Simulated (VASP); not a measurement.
Runs of VASP 6.6.1 on Sm2ZnTe3. The structure is that of space group P6/mmm (No. 191), or close to it. The cells are those of the table. The cell was generated, and may not be a known phase.

| task | cell | k mesh | gap on the mesh (eV) | pressure (GPa) | relaxed volume (Å³/atom) |
| --- | --- | --- | --- | --- | --- |
| single point | a = 5.911, b = 5.911, c = 6.106 Å, angles 90.0, 90.0, 120.0°, 6 atoms | 6 × 6 × 6 | none | 0.2 | - |
| single point | a = 5.943, b = 5.943, c = 6.093 Å, angles 90.0, 90.0, 120.0°, 6 atoms | 3 × 3 × 4 | none | 0.1 | - |
| relaxation of cell and atoms | relaxed from a = 5.943, b = 5.943, c = 6.093 Å, angles 90.0, 90.0, 120.0°, 6 atoms | 6 × 6 × 6 | none | 0.0 | 30.93 |
| single point | a = 6.318, b = 6.318, c = 6.041 Å, angles 90.0, 90.0, 120.0°, 6 atoms | 3 × 3 × 4 | none | (a) | - |
| relaxation of cell and atoms | relaxed from a = 6.318, b = 6.318, c = 6.041 Å, angles 90.0, 90.0, 120.0°, 6 atoms | 3 × 3 × 4 | none | 0.1 | 31.04 |

Alike in all rows: level PBE; potentials or basis VASP PAW PBE potentials, release 64 (Sm_3, Zn, Te), 4f in core; no spin polarisation; cutoff (eV) 500; smearing gaussian 0.1 eV.

Problem. Fill in the values left out.

Solution. (a) -2.1.

Caveats: some runs use coarse meshes; spin-orbit coupling is left out, which moves the levels of the heavy elements; the 4f electrons are frozen in the core, so they carry no moment and show no levels.

A k mesh can miss the band edges, and the runs leave out spin-orbit coupling on Sm, Te.

A gap of «none» marks levels without a gap at the run's occupations.
